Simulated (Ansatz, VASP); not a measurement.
## TePb in VASP and in Ansatz

```
Pb Te
1.0
     0.00000    3.23100    3.23100
     3.23100    0.00000    3.23100
     3.23100    3.23100    0.00000
Pb Te
1 1
Direct
  0.00000 0.00000 0.00000
  0.50000 0.50000 0.50000
```

Alike in both runs: task single point; functional PBE; dispersion D3(BJ); k mesh 7 × 7 × 7; occupations methfessel-paxton of order 1, width 0.05 eV; no spin polarisation.

|  | VASP | Ansatz |
| --- | --- | --- |
| version | VASP 6.6.1 | Ansatz 0.2.0 |
| potentials or method | VASP PAW PBE potentials, release 64 (Pb_d, Te), cutoff 500 eV | all-electron LAPW, scalar-relativistic |

```csv
,VASP,Ansatz,Ansatz less VASP
pressure (GPa),0.1,0.1,+0.07
```

Ansatz ran all-electron here, and VASP with PAW potentials.

Spin-orbit coupling is off throughout.
